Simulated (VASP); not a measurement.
Input of a VASP 6.6.1 run:

INCAR

```
  PREC = Accurate
  ENCUT = 520
  EDIFF = 1E-6
  ISMEAR = 0
  SIGMA = 0.1
  LREAL = F
  LASPH = T
  NELM = 60
  ALGO = Normal
  ISIF = 2
  LWAVE = F
  LCHARG = F
  GGA = PE
  NBANDS = 28
```

Contents of KPOINTS:

```
Automatic mesh
0
Gamma
  6 6 2
```

The input POSCAR:

```
Hf2I3
1.0
    4.9141462982      0.0000000000      0.0000000000
   -2.4570731491      4.2557755322      0.0000000000
    0.0000000000      0.0000000000      8.0946856127
Hf I
2 3
Direct
    0.3333333333      0.6666666667      0.0893672255
    0.6666666667      0.3333333333      0.9106327745
    0.0000000000      0.0000000000      0.0000000000
    0.3333333333      0.6666666667      0.7134247604
    0.6666666667      0.3333333333      0.2865752396
```

Potentials or basis: VASP PAW PBE potentials, release 64 (Hf_pv, I).

The run is started by

```console
$ cat potpaw_PBE.64/Hf_pv/POTCAR potpaw_PBE.64/I/POTCAR > POTCAR
$ mpirun -np 1 vasp_std > vasp.out
```

Task: Predict the pressure.

Result: -0.3 GPa.

Task: Estimate the band gap on the k mesh.

Result: Zero (an odd number of electrons rules out a gap without spin polarisation).

Task: Estimate the largest force.

Result: 0.039 eV/Å.

Stress tensor (GPa, compression positive):
```
-0.32  0.00  0.00
 0.00 -0.32  0.00
 0.00  0.00 -0.19
```

Caveat: the k points lie up to 0.39 Å⁻¹ apart, too coarse for converged energies and pressures of a metal; spin-orbit coupling is left out, which moves the levels of the heavy elements; this functional lacks dispersion, which binds layers or chains, so the pressure and a relaxed spacing across them are unreliable; an odd number of electrons without spin polarisation forces a metal; a magnetic or distorted state may lie lower.
